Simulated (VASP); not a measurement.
# Si4Mo3 (P4mm) in VASP: relaxation of cell and atoms with PBE

Aim: the relaxation of cell and atoms of Si4Mo3 with PBE.

All numbers are computed with VASP 6.6.1; they aren't measurements. Logs are shortened: lines on timing, memory, paths and dates and some standing lists are left out, and cuts for length are marked.

## Step 1: The cell of the first run

It takes space group P4mm (No. 99, tetragonal). The conventional cell has a = 5.125 Å, b = 5.125 Å, c = 4.570 Å, α = 90.00°, β = 90.00°, γ = 90.00°. Within 2.6 Å of Si (site symmetry m) lie 3 Si at 1.99 to 2.31 Å and 1 Mo at 2.10 Å. Within 2.8 Å of Mo (site symmetry 2mm) lie 2 Si at 2.10 Å and 2 Mo at 2.70 Å. Within 3.6 Å of Mo (site symmetry 4mm) lie 4 Mo at 2.70 Å and 8 Si at 3.43 Å.

The cell was built from a structure type or drawn by symmetry, and may not be a known phase.

## Step 2: Relaxation of cell and atoms, PBE

INCAR reads:

```
ALGO     = Normal         # electronic algorithm
EDIFF    = 1E-7           # SCF threshold, eV
EDIFFG   = -0.08          # ionic threshold
ENCUT    = 500            # plane-wave cutoff, eV
GGA      = PE             # functional
GGA_COMPAT= False        
IBRION   = 2              # ionic algorithm
ISIF     = 3              # what is computed and relaxed
ISMEAR   = 0              # smearing method
LASPH    = True           # aspherical terms in the spheres
LCHARG   = False          # write CHGCAR
LREAL    = False          # projectors in reciprocal space
LWAVE    = False          # write WAVECAR
NELM     = 120            # most SCF steps
NELMIN   = 4            
NSW      = 36             # ionic steps
PREC     = Accurate       # precision mode
SIGMA    = 0.2            # smearing width, eV
```

KPOINTS reads:

```
k-points
0
Gamma
  3 3 4
```

POSCAR reads:

```
Si4Mo3
1.0
    5.1252691400      0.0000000000      0.0000000000
    0.0000000000      5.1252691400      0.0000000000
    0.0000000000      0.0000000000      4.5697419600
Si Mo
4 3
Direct
    0.7254108100      0.0000000000      0.5159419700
    0.2745891900      0.0000000000      0.5159419700
    0.0000000000      0.7254108100      0.5159419700
    0.0000000000      0.2745891900      0.5159419700
    0.5000000000      0.0000000000      0.1324562200
    0.0000000000      0.5000000000      0.1324562200
    0.5000000000      0.5000000000      0.9466150200
```

Potentials or basis: VASP PAW PBE potentials, release 64 (Si, Mo_sv).

Command:

```sh
> cat potpaw_PBE.64/Si/POTCAR potpaw_PBE.64/Mo_sv/POTCAR > POTCAR
> mpirun -np 1 vasp_std > vasp.out
```

OUTCAR:

```text
EDIFF = 1E-7
   EDIFFG = -0.08
   ENCUT = 500
   GGA = PE
   IBRION = 2
   ISIF = 3
   ISMEAR = 0
   LASPH = True
   LREAL = False
   NELM = 120
   NELMIN = 4
   NSW = 36
   PREC = Accurate

 ion  position               nearest neighbor table
   1  0.725  0.000  0.516-   3 1.99   4 1.99   5 2.10   2 2.31   2 2.81   5 3.04
   2  0.275  0.000  0.516-   3 1.99   4 1.99   5 2.10   1 2.31   1 2.81   5 3.04
   3  0.000  0.725  0.516-   1 1.99   2 1.99   6 2.10   4 2.31   4 2.81   6 3.04
   4  0.000  0.275  0.516-   1 1.99   2 1.99   6 2.10   3 2.31   3 2.81   6 3.04
   5  0.500  0.000  0.132-   1 2.10   2 2.10   7 2.70   7 2.70   2 3.04   1 3.04
   6  0.000  0.500  0.132-   3 2.10   4 2.10   7 2.70   7 2.70   4 3.04   3 3.04
   7  0.500  0.500  0.947-   5 2.70   6 2.70   5 2.70   6 2.70

  LATTYP: Found a simple tetragonal cell.
 ALAT       =     5.1252691400
 C/A-ratio  =     0.8916101448

  Lattice vectors:

 A1 = (   5.1252691400,   0.0000000000,   0.0000000000)
 A2 = (   0.0000000000,   5.1252691400,   0.0000000000)
 A3 = (   0.0000000000,   0.0000000000,   4.5697419600)

Analysis of symmetry for initial positions (statically):
=====================================================================
 Subroutine PRICEL returns:
 Original cell was already a primitive cell.

 Routine SETGRP: Setting up the symmetry group for a
 simple tetragonal supercell.

 Subroutine GETGRP returns: Found  8 space group operations
 (whereof  8 operations were pure point group operations)
 out of a pool of 16 trial point group operations.

The static configuration has the point symmetry C_4v.

Analysis of symmetry for dynamics (positions and initial velocities):
=====================================================================
 Subroutine PRICEL returns:
 Original cell was already a primitive cell.

 Routine SETGRP: Setting up the symmetry group for a
 simple tetragonal supercell.

 Subroutine GETGRP returns: Found  8 space group operations
 (whereof  8 operations were pure point group operations)
 out of a pool of 16 trial point group operations.

The dynamic configuration has the point symmetry C_4v.

 Subroutine INISYM returns: Found  8 space group operations
 (whereof  8 operations are pure point group operations),
 and found     1 'primitive' translations

----------------------------------------------------------------------------------------

                                     Primitive cell

  volume of cell :     120.0397

  direct lattice vectors                    reciprocal lattice vectors
     5.125269140  0.000000000  0.000000000     0.195111705  0.000000000  0.000000000
     0.000000000  5.125269140  0.000000000     0.000000000  0.195111705  0.000000000
     0.000000000  0.000000000  4.569741960     0.000000000  0.000000000  0.218830737

  length of vectors
     5.125269140  5.125269140  4.569741960     0.195111705  0.195111705  0.218830737

  position of ions in fractional coordinates (direct lattice)
     0.725410810  0.000000000  0.515941970
     0.274589190  0.000000000  0.515941970
     0.000000000  0.725410810  0.515941970
     0.000000000  0.274589190  0.515941970
     0.500000000  0.000000000  0.132456220
     0.000000000  0.500000000  0.132456220
     0.500000000  0.500000000  0.946615020

  ion indices of the primitive-cell ions
   primitive index   ion index
                 1           1
                 2           2
                 3           3
                 4           4
                 5           5
                 6           6
                 7           7

----------------------------------------------------------------------------------------

 KPOINTS: k-points

Automatic generation of k-mesh.
 Grid dimensions read from file:
 generate k-points for:    3    3    4

 Generating k-lattice:

  Cartesian coordinates                     Fractional coordinates (reciprocal lattice)
     0.065037235  0.000000000  0.000000000     0.333333333  0.000000000  0.000000000
     0.000000000  0.065037235  0.000000000     0.000000000  0.333333333  0.000000000
     0.000000000  0.000000000  0.054707684     0.000000000  0.000000000  0.250000000

  Length of vectors
     0.065037235  0.065037235  0.054707684

  Shift w.r.t. Gamma in fractional coordinates (k-lattice)
     0.000000000  0.000000000  0.000000000

 Subroutine IBZKPT returns following result:
 ===========================================

 Found      9 irreducible k-points:

 Following reciprocal coordinates:
            Coordinates               Weight
  0.000000  0.000000  0.000000      1.000000
  0.333333  0.000000  0.000000      4.000000
  0.333333  0.333333  0.000000      4.000000
  0.000000  0.000000  0.250000      2.000000
  0.333333  0.000000  0.250000      8.000000
  0.333333  0.333333  0.250000      8.000000
  0.000000  0.000000  0.500000      1.000000
  0.333333  0.000000  0.500000      4.000000
  0.333333  0.333333  0.500000      4.000000
   k-points           NKPTS =      9   k-points in BZ     NKDIM =      9   number of bands    NBANDS=     34
   number of dos      NEDOS =    301   number of ions     NIONS =      7
   total plane-waves  NPLWV =  57600
   dimension x,y,z NGX =    40 NGY =   40 NGZ =   36
   dimension x,y,z NGXF=    80 NGYF=   80 NGZF=   72
   ions per type =               4   3
   NGX,Y,Z   is equivalent  to a cutoff of  12.97, 12.97, 13.10 a.u.
   NGXF,Y,Z  is equivalent  to a cutoff of  25.95, 25.95, 26.19 a.u.
 SYSTEM =  unknown system
   PREC   = accura    normal or accurate (medium, high low for compatibility)
   ISTART =      0    job   : 0-new  1-cont  2-samecut
   ICHARG =      2    charge: 1-file 2-atom 10-const
   ISPIN  =      1    spin polarized calculation?
   LNONCOLLINEAR =      F non collinear calculations
   LSORBIT =      F    spin-orbit coupling
   LASPH  =      T    aspherical Exc in radial PAW
   ENCUT  =  500.0 eV  36.75 Ry    6.06 a.u.   9.34  9.34  8.33*2*pi/ulx,y,z
   NELM   =    120;   NELMIN=  4; NELMDL= -5     # of ELM steps
   EDIFF  = 0.1E-06   stopping-criterion for ELM
   LREAL  =      F    real-space projection
   EDIFFG = -.8E-01   stopping-criterion for IOM
   NSW    =     36    number of steps for IOM
   IBRION =      2    ionic relax: 0-MD 1-quasi-New 2-CG
   NFREE  =      1    steps in history (QN), initial steepest desc. (CG)
   ISIF   =      3    stress and relaxation
   ISYM   =      2    0-nonsym 1-usesym 2-fastsym
   POTIM  = 0.5000    time-step for ionic-motion
   TEBEG  =    0.0;   TEEND  =   0.0 temperature during run
   PSTRESS=    0.0 pullay stress
   NELECT =      58.0000    total number of electrons
   NUPDOWN=      -1.0000    fix difference up-down
   EMIN   =  10.00;   EMAX   =-10.00  energy-range for DOS
   EFERMI =   0.00;   METHOD = LEGACY
   ISMEAR =     0;   SIGMA  =   0.20  broadening in eV -4-tet -1-fermi 0-gaus
   EFERMI_NEDOS =   21; number of points for ismear=-14 and -15
   IALGO  =     38    algorithm
   IMIX   =      4    mixing-type and parameters
     AMIX     =   0.40;   BMIX     =  1.00
     AMIX_MAG =   1.60;   BMIX_MAG =  1.00
  volume/ion in A,a.u.               =      17.15       115.72
  Fermi-wavevector in a.u.,A,eV,Ry     =   1.284623  2.427586 22.453112  1.650257
  Thomas-Fermi vector in A             =   2.416806
   LORBIT       =      0    0 simple, 1 ext, 2 COOP (PROOUT), +10 PAW based schemes
   GGA     = PE    functional components
   LHFCALC =     F    Hartree Fock is set to
   AEXX    =    0.0000 exact exchange contribution
   IVDW    =     0    specifies the selected vdW correction
   LEPSILON=     F    determine dielectric tensor
   LRPA    =     F    only Hartree local field effects (RPA)
 conjugate gradient relaxation of ions
 non-spin polarized calculation
 Gauss-broadening in eV      SIGMA  =   0.20
  energy-cutoff  :      500.00
  volume of cell :      120.04
 maximum number of plane-waves:      3093
 NGX is ok and might be reduce to    40
   NGX = 19   NGY = 19   NGZ = 17

--------------------------------------- Ionic step        1  -------------------------------------------

 number of electron      57.9999992 magnetization

 Free energy of the ion-electron system (eV)
  ---------------------------------------------------
  ext. energy  EPLUGINS =         0.00000000
  ---------------------------------------------------
  free energy    TOTEN  =       -40.21864001 eV

  energy without entropy =      -40.11573001  energy(sigma->0) =      -40.16718501

------------------------ aborting loop because EDIFF is reached ----------------------------------------

  FORCE on cell =-STRESS in cart. coord.  units (eV):
  Direction    XX          YY          ZZ          XY          YZ          ZX
  --------------------------------------------------------------------------------------
  -------------------------------------------------------------------------------------
  Total       24.7621539     24.7621539     34.3553843      0.0000000      0.0000000     -0.0000000
  in kB      330.5019081    330.5019081    458.5433123      0.0000000      0.0000000     -0.0000000
  external PRESSURE =     373.1823762 kB  Pullay stress =       0.0000000 kB
[... 26 lines left out ...]
  energy  without entropy=      -40.1157300052  energy(sigma->0) =      -40.16718501

--------------------------------------- Ionic step        2  -------------------------------------------

 number of electron      58.0000013 magnetization

 E-fermi :   3.5755     XC(G=0):  -8.8549

 val. band max:        3.5481904725   @ k =   0.3333   0.0000   0.5000
 cond. band min:       3.6016135109   @ k =   0.3333   0.0000   0.2500
 fundamental gap:      0.0534230384
 Fermi energy:         3.5755265159

 k-point     1 :       0.0000    0.0000    0.0000
  band No.  band energies     occupation
      1     -57.4145      2.00000
      2     -57.3466      2.00000
      3     -57.3403      2.00000
      4     -31.5513      2.00000
      5     -31.5513      2.00000
      6     -31.5261      2.00000
[... 397 lines left out ...]
  FREE ENERGIE OF THE ION-ELECTRON SYSTEM (eV)
  ---------------------------------------------------
  free  energy   TOTEN  =       -46.3531939395 eV

  energy  without entropy=      -46.1508326566  energy(sigma->0) =      -46.25201330

[... ionic steps 4 to 31 ...]

--------------------------------------- Ionic step       32  -------------------------------------------

 number of electron      58.0000002 magnetization

------------------------ aborting loop because EDIFF is reached ----------------------------------------

  FORCE on cell =-STRESS in cart. coord.  units (eV):
  Direction    XX          YY          ZZ          XY          YZ          ZX
  --------------------------------------------------------------------------------------
  -------------------------------------------------------------------------------------
  Total       -1.1228660     -1.1228660      1.2884720      0.0000000      0.0000000      0.0000000
  in kB      -13.5349016    -13.5349016     15.5310981      0.0000000      0.0000000      0.0000000
  external PRESSURE =      -3.8462350 kB  Pullay stress =       0.0000000 kB
[... 67 lines left out ...]
  energy  without entropy=      -47.4406404439  energy(sigma->0) =      -47.50003050

--------------------------------------- Ionic step       34  -------------------------------------------

 number of electron      58.0000009 magnetization

 Free energy of the ion-electron system (eV)
  ---------------------------------------------------
  ext. energy  EPLUGINS =         0.00000000
  ---------------------------------------------------
  free energy    TOTEN  =       -47.63893238 eV

  energy without entropy =      -47.52074225  energy(sigma->0) =      -47.57983732

 E-fermi :   7.6632     XC(G=0): -10.7564

 val. band max:        7.6001474973   @ k =   0.3333   0.3333   0.5000
 cond. band min:       7.7007136688   @ k =   0.0000   0.0000   0.5000
 fundamental gap:      0.1005661715
 Fermi energy:         7.6631901870

 k-point     1 :       0.0000    0.0000    0.0000
  band No.  band energies     occupation
      1     -53.3974      2.00000
      2     -52.9880      2.00000
      3     -52.9673      2.00000
      4     -27.8582      2.00000
      5     -27.8582      2.00000
      6     -27.5095      2.00000
[... 356 lines left out ...]
  FREE ENERGIE OF THE ION-ELECTRON SYSTEM (eV)
  ---------------------------------------------------
  free  energy   TOTEN  =       -47.6389323832 eV

  energy  without entropy=      -47.5207422517  energy(sigma->0) =      -47.57983732

 reached required accuracy - stopping structural energy minimisation
```

Run time: 7.6 min. Hardware: 1 thread of Intel Xeon 6975P-C (Granite Rapids), shared host; peak memory 0.25 GiB.

Results:

```yaml
Free_energy: -47.6389 eV
Relaxed_volume: 18.92 Å³/atom
Relaxed_cell: a = 5.355 Å, b = 5.355 Å, c = 4.618 Å, α = 90.00°, β = 90.00°, γ = 90.00°
Space_group_after_relaxing_to_0.1_Å: P4/mmm (No. 123)
Energy_gained_by_relaxing: 1060.0 meV/atom
Ionic_steps: 34
Pressure_after_relaxing: 0.1 GPa
Largest_force_after_relaxing: 0.059 eV/Å
Band_gap_on_the_k_mesh: zero (bands 29 and 30 overlap by 0.65 eV)
```

Forces in eV/Å, atoms in the order of the input:
```
Si  -0.059  0.000 -0.001
Si   0.059  0.000 -0.001
Si   0.000 -0.059 -0.001
Si   0.000  0.059 -0.001
Mo   0.000  0.000  0.028
Mo   0.000  0.000  0.028
Mo   0.000  0.000 -0.055
```

Stress tensor (GPa, compression positive):
```
 0.14  0.00  0.00
 0.00  0.14  0.00
 0.00  0.00 -0.09
```

Step by step:
```
step  energy change (eV)  largest force (eV/Å)  pressure (GPa)  volume (Å³)
   1              0.0000               10.9407           37.32       120.04
   2             -0.3545                3.1864          -15.79       203.46
   3             -6.1346                0.7414          -10.52       149.72
   4             -6.2936                1.0061           -8.40       146.16
   5             -6.3547                1.4713           -5.12       141.79
   6             -6.3565                1.4141           -5.50       142.25
   7             -6.8193                1.1066            1.49       131.81
   8             -6.8250                1.1998            2.62       130.59
   9             -6.9876                0.3938            4.11       128.91
  10             -7.0062                0.0398            3.50       129.31
  11             -7.0369                0.2674           -2.12       135.30
  12             -7.0522                0.1909           -0.16       133.05
  13             -7.0550                0.2436           -0.04       132.94
  14             -7.0583                0.3981            0.33       132.61
  15             -7.0592                0.4136            0.34       132.61
  16             -7.0618                0.4611            0.35       132.62
  17             -7.0676                0.5581            0.37       132.63
  18             -7.0803                0.7443            0.40       132.65
  19             -7.1012                0.9372            0.44       132.68
  20             -7.0115                1.1268            0.89       132.68
  21             -7.1000                0.9365            0.46       132.68
  22             -7.1018                0.9348            0.45       132.69
  23             -7.1066                0.9252            0.43       132.73
  24             -7.1140                0.8846            0.39       132.79
  25             -7.1170                0.7317            0.34       132.90
  26             -7.1307                0.6931            0.25       132.96
  27             -7.1678                0.7427            0.02       133.14
  28             -7.2180                0.9059           -0.43       133.49
  29             -7.2005                1.2755           -1.17       134.19
  30             -7.2306                1.0613           -0.75       133.77
  31             -7.2878                0.8768           -0.72       133.56
  32             -7.3982                0.3628           -0.38       132.92
  33             -7.3408                0.4960            1.41       131.51
  34             -7.4203                0.0592            0.06       132.45
```

Final structure:
```
Si Mo
1.0
     5.35519    0.00000    0.00000
     0.00000    5.35519    0.00000
     0.00000    0.00000    4.61845
Si Mo
4 3
Direct
  0.70604 0.00000 0.53901
  0.29396 0.00000 0.53901
  0.00000 0.70604 0.53901
  0.00000 0.29396 0.53901
  0.50000 0.00000 0.03908
  0.00000 0.50000 0.03908
  0.50000 0.50000 0.04111
```

Caveat: the k points lie up to 0.39 Å⁻¹ apart in the final cell, too coarse for converged energies and pressures of a metal; the relaxation stopped at a loose force limit of 0.08 eV/Å, so its end isn't a converged minimum.
